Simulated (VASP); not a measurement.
# CdS (l.bA) (F-43m) in VASP: single point with LDA

Aim: the single point of CdS (l.bA) with LDA.

Program: VASP 6.6.1. These are calculated values, not measurements. Logs are shortened: lines on timing, memory, paths and dates and some standing lists are left out, and cuts for length are marked.

## Step 1: The cell of the first run

The structure is cubic, space group F-43m (No. 216). The conventional cell has a = 5.840 Å, b = 5.840 Å, c = 5.840 Å, α = 90.00°, β = 90.00°, γ = 90.00°. Within 3.3 Å of Cd (site symmetry -43m) lie 4 S at 2.53 Å. Within 3.3 Å of S (site symmetry -43m) lie 4 Cd at 2.53 Å.

## Step 2: Single point, LDA

INCAR reads:

```
SYSTEM = CdS
PREC = Accurate ; ENCUT = 500
EDIFF = 1E-6 ; ISMEAR = 0
SIGMA = 0.1 ; LREAL = .False.
LASPH = .True. ; NELM = 120
ALGO = Normal ; ISIF = 2
LWAVE = .False. ; LCHARG = .False.
NBANDS = 16 ; GGA_COMPAT = .False.
```

KPOINTS reads:

```
regular mesh
0
Gamma
  6 6 6
  0 0 0
```

POSCAR reads:

```
CdS
1.0
    0.0000000000      2.9200000000      2.9200000000
    2.9200000000      0.0000000000      2.9200000000
    2.9200000000      2.9200000000      0.0000000000
Cd S
1 1
Direct
    0.0000000000      0.0000000000      0.0000000000
    0.2500000000      0.2500000000      0.2500000000
```

Potentials or basis: VASP PAW LDA potentials, release 64 (Cd, S).

Started as:

```sh
$ cat potpaw_LDA.64/Cd/POTCAR potpaw_LDA.64/S/POTCAR > POTCAR
$ mpirun -np 1 vasp_std > vasp.out
```

OUTCAR:

```text
SYSTEM = CdS
   PREC = Accurate
   ENCUT = 500
   EDIFF = 1E-6
   ISMEAR = 0
   LREAL = .False.
   LASPH = .True.
   NELM = 120
   ISIF = 2

 ion  position               nearest neighbor table
   1  0.000  0.000  0.000-   2 2.53   2 2.53   2 2.53   2 2.53
   2  0.250  0.250  0.250-   1 2.53   1 2.53   1 2.53   1 2.53

  LATTYP: Found a face centered cubic cell.
 ALAT       =     5.8400000000

  Lattice vectors:

 A1 = (   0.0000000000,   2.9200000000,   2.9200000000)
 A2 = (   2.9200000000,   0.0000000000,   2.9200000000)
 A3 = (   2.9200000000,   2.9200000000,   0.0000000000)

Analysis of symmetry for initial positions (statically):
=====================================================================
 Subroutine PRICEL returns:
 Original cell was already a primitive cell.

 Routine SETGRP: Setting up the symmetry group for a
 face centered cubic supercell.

 Subroutine GETGRP returns: Found 24 space group operations
 (whereof 24 operations were pure point group operations)
 out of a pool of 48 trial point group operations.

The static configuration has the point symmetry T_d .

Analysis of symmetry for dynamics (positions and initial velocities):
=====================================================================
 Subroutine PRICEL returns:
 Original cell was already a primitive cell.

 Routine SETGRP: Setting up the symmetry group for a
 face centered cubic supercell.

 Subroutine GETGRP returns: Found 24 space group operations
 (whereof 24 operations were pure point group operations)
 out of a pool of 48 trial point group operations.

The dynamic configuration has the point symmetry T_d .

 Subroutine INISYM returns: Found 24 space group operations
 (whereof 24 operations are pure point group operations),
 and found     1 'primitive' translations

----------------------------------------------------------------------------------------

                                     Primitive cell

  volume of cell :      49.7942

  direct lattice vectors                    reciprocal lattice vectors
     0.000000000  2.920000000  2.920000000    -0.171232877  0.171232877  0.171232877
     2.920000000  0.000000000  2.920000000     0.171232877 -0.171232877  0.171232877
     2.920000000  2.920000000  0.000000000     0.171232877  0.171232877 -0.171232877

  length of vectors
     4.129503602  4.129503602  4.129503602     0.296584042  0.296584042  0.296584042

  position of ions in fractional coordinates (direct lattice)
     0.000000000  0.000000000  0.000000000
     0.250000000  0.250000000  0.250000000

  ion indices of the primitive-cell ions
   primitive index   ion index
                 1           1
                 2           2

----------------------------------------------------------------------------------------

 KPOINTS: regular mesh

Automatic generation of k-mesh.
 Grid dimensions read from file:
 generate k-points for:    6    6    6

 Generating k-lattice:

  Cartesian coordinates                     Fractional coordinates (reciprocal lattice)
    -0.028538813  0.028538813  0.028538813     0.166666667  0.000000000  0.000000000
     0.028538813 -0.028538813  0.028538813     0.000000000  0.166666667  0.000000000
     0.028538813  0.028538813 -0.028538813     0.000000000  0.000000000  0.166666667

  Length of vectors
     0.049430674  0.049430674  0.049430674

  Shift w.r.t. Gamma in fractional coordinates (k-lattice)
     0.000000000  0.000000000  0.000000000

 Subroutine IBZKPT returns following result:
 ===========================================

 Found     16 irreducible k-points:

 Following reciprocal coordinates:
            Coordinates               Weight
  0.000000  0.000000  0.000000      1.000000
  0.166667  0.000000  0.000000      8.000000
  0.333333  0.000000  0.000000      8.000000
  0.500000  0.000000  0.000000      4.000000
  0.166667  0.166667  0.000000      6.000000
  0.333333  0.166667  0.000000     24.000000
[... 8 lines left out ...]
 -0.333333  0.333333  0.166667     24.000000
 -0.333333  0.500000  0.166667     12.000000
   k-points           NKPTS =     16   k-points in BZ     NKDIM =     16   number of bands    NBANDS=     16
   number of dos      NEDOS =    301   number of ions     NIONS =      2
   total plane-waves  NPLWV =  27000
   dimension x,y,z NGX =    30 NGY =   30 NGZ =   30
   dimension x,y,z NGXF=    60 NGYF=   60 NGZF=   60
   ions per type =               1   1
   NGX,Y,Z   is equivalent  to a cutoff of  12.08, 12.08, 12.08 a.u.
   NGXF,Y,Z  is equivalent  to a cutoff of  24.15, 24.15, 24.15 a.u.
 SYSTEM =  CdS
   PREC   = accura    normal or accurate (medium, high low for compatibility)
   ISTART =      0    job   : 0-new  1-cont  2-samecut
   ICHARG =      2    charge: 1-file 2-atom 10-const
   ISPIN  =      1    spin polarized calculation?
   LNONCOLLINEAR =      F non collinear calculations
   LSORBIT =      F    spin-orbit coupling
   LASPH  =      T    aspherical Exc in radial PAW
   ENCUT  =  500.0 eV  36.75 Ry    6.06 a.u.   7.53  7.53  7.53*2*pi/ulx,y,z
   NELM   =    120;   NELMIN=  2; NELMDL= -5     # of ELM steps
   EDIFF  = 0.1E-05   stopping-criterion for ELM
   LREAL  =      F    real-space projection
   EDIFFG = 0.1E-04   stopping-criterion for IOM
   NSW    =      0    number of steps for IOM
   IBRION =     -1    ionic relax: 0-MD 1-quasi-New 2-CG
   NFREE  =      0    steps in history (QN), initial steepest desc. (CG)
   ISIF   =      2    stress and relaxation
   ISYM   =      2    0-nonsym 1-usesym 2-fastsym
   POTIM  = 0.5000    time-step for ionic-motion
   TEBEG  =    0.0;   TEEND  =   0.0 temperature during run
   PSTRESS=    0.0 pullay stress
   NELECT =      18.0000    total number of electrons
   NUPDOWN=      -1.0000    fix difference up-down
   EMIN   =  10.00;   EMAX   =-10.00  energy-range for DOS
   EFERMI =   0.00;   METHOD = LEGACY
   ISMEAR =     0;   SIGMA  =   0.10  broadening in eV -4-tet -1-fermi 0-gaus
   EFERMI_NEDOS =   21; number of points for ismear=-14 and -15
   IALGO  =     38    algorithm
   IMIX   =      4    mixing-type and parameters
     AMIX     =   0.40;   BMIX     =  1.00
     AMIX_MAG =   1.60;   BMIX_MAG =  1.00
  volume/ion in A,a.u.               =      24.90       168.01
  Fermi-wavevector in a.u.,A,eV,Ry     =   1.166199  2.203797 18.504210  1.360021
  Thomas-Fermi vector in A             =   2.302716
   LORBIT       =      0    0 simple, 1 ext, 2 COOP (PROOUT), +10 PAW based schemes
   GGA     = CA    functional components
   LHFCALC =     F    Hartree Fock is set to
   AEXX    =    0.0000 exact exchange contribution
   IVDW    =     0    specifies the selected vdW correction
   LEPSILON=     F    determine dielectric tensor
   LRPA    =     F    only Hartree local field effects (RPA)
 non-spin polarized calculation
 Gauss-broadening in eV      SIGMA  =   0.10
  energy-cutoff  :      500.00
  volume of cell :       49.79
 maximum number of plane-waves:      1283
   NGX = 15   NGY = 15   NGZ = 15

 number of electron      18.0000001 magnetization

 Free energy of the ion-electron system (eV)
  ---------------------------------------------------
  ext. energy  EPLUGINS =         0.00000000
  ---------------------------------------------------
  free energy    TOTEN  =        -7.39256615 eV

  energy without entropy =       -7.39256615  energy(sigma->0) =       -7.39256615

 E-fermi :   1.5559     XC(G=0):  -9.5692

 val. band max:        1.0984481837   @ k =   0.0000   0.0000   0.0000
 cond. band min:       1.9808294661   @ k =   0.0000   0.0000   0.0000
 fundamental gap:      0.8823812824
 Fermi energy:         1.5559429138

 k-point     1 :       0.0000    0.0000    0.0000
  band No.  band energies     occupation
      1     -11.2353      2.00000
      2      -6.6682      2.00000
      3      -6.6682      2.00000
      4      -6.6682      2.00000
      5      -6.1887      2.00000
      6      -6.1887      2.00000
[... 8 lines left out ...]
     15      12.5335      0.00000
     16      12.5335      0.00000

 k-point     2 :       0.1667    0.0000    0.0000
  band No.  band energies     occupation
      1     -11.1257      2.00000
      2      -6.6305      2.00000
      3      -6.6305      2.00000
      4      -6.5715      2.00000
      5      -6.1896      2.00000
      6      -6.1896      2.00000
[... 8 lines left out ...]
     15      11.6805      0.00000
     16      12.6018      0.00000

 k-point     3 :       0.3333    0.0000    0.0000
  band No.  band energies     occupation
      1     -10.9052      2.00000
      2      -6.5692      2.00000
      3      -6.5692      2.00000
      4      -6.2027      2.00000
      5      -6.1724      2.00000
      6      -6.1724      2.00000
[... 8 lines left out ...]
     15      12.0900      0.00000
     16      12.0900      0.00000

 k-point     4 :       0.5000    0.0000    0.0000
  band No.  band energies     occupation
      1     -10.7956      2.00000
      2      -6.5483      2.00000
      3      -6.5483      2.00000
      4      -6.1511      2.00000
      5      -6.1511      2.00000
      6      -5.8068      2.00000
[... 8 lines left out ...]
     15      13.5693      0.00000
     16      13.5693      0.00000
[... 172 lines left out ...]
 k-point    14 :       0.5000    0.3333    0.1667
  band No.  band energies     occupation
      1     -10.7648      2.00000
      2      -6.4808      2.00000
      3      -6.4723      2.00000
      4      -6.2886      2.00000
      5      -6.1493      2.00000
      6      -5.8978      2.00000
[... 8 lines left out ...]
     15      13.9359      0.00000
     16      14.2350      0.00000

 k-point    15 :      -0.3333    0.3333    0.1667
  band No.  band energies     occupation
      1     -10.6955      2.00000
      2      -6.4778      2.00000
      3      -6.4331      2.00000
      4      -6.2323      2.00000
      5      -6.1708      2.00000
      6      -5.6260      2.00000
[... 8 lines left out ...]
     15      13.3827      0.00000
     16      14.3460      0.00000

 k-point    16 :      -0.3333    0.5000    0.1667
  band No.  band energies     occupation
      1     -10.6617      2.00000
      2      -6.4427      2.00000
      3      -6.3979      2.00000
      4      -6.2685      2.00000
      5      -6.1467      2.00000
      6      -5.5951      2.00000
[... 8 lines left out ...]
     15      14.2113      0.00000
     16      14.2413      0.00000

------------------------ aborting loop because EDIFF is reached ----------------------------------------

  FORCE on cell =-STRESS in cart. coord.  units (eV):
  Direction    XX          YY          ZZ          XY          YZ          ZX
  --------------------------------------------------------------------------------------
  -------------------------------------------------------------------------------------
  Total       -0.6840366     -0.6840366     -0.6840366     -0.0000000     -0.0000000     -0.0000000
  in kB      -22.0095615    -22.0095615    -22.0095615     -0.0000000     -0.0000000     -0.0000000
  external PRESSURE =     -22.0095615 kB  Pullay stress =       0.0000000 kB

 VOLUME and BASIS-vectors are now :
 -----------------------------------------------------------------------------
  energy-cutoff  :      500.00
  volume of cell :       49.79
      direct lattice vectors                 reciprocal lattice vectors
     0.000000000  2.920000000  2.920000000    -0.171232877  0.171232877  0.171232877
     2.920000000  0.000000000  2.920000000     0.171232877 -0.171232877  0.171232877
     2.920000000  2.920000000  0.000000000     0.171232877  0.171232877 -0.171232877

 POSITION                                       TOTAL-FORCE (eV/Angst)
 -----------------------------------------------------------------------------------
      0.00000      0.00000      0.00000         0.000000      0.000000     -0.000000
      1.46000      1.46000      1.46000         0.000000     -0.000000      0.000000
 -----------------------------------------------------------------------------------
    total drift:                                0.000000      0.000000      0.000000

  FREE ENERGIE OF THE ION-ELECTRON SYSTEM (eV)
  ---------------------------------------------------
  free  energy   TOTEN  =        -7.3925661470 eV

  energy  without entropy=       -7.3925661470  energy(sigma->0) =       -7.39256615
```

Wall time 16 s (1 thread of Intel Xeon 6975P-C, shared host); peak memory 0.15 GiB.

What came out:

| Item | Value |
| --- | --- |
| Free energy | -7.3926 eV |
| Pressure | -2.2 GPa |
| Band gap on the k mesh | 0.88 eV, direct |

As with any semilocal functional, this LDA gap is likely too small.
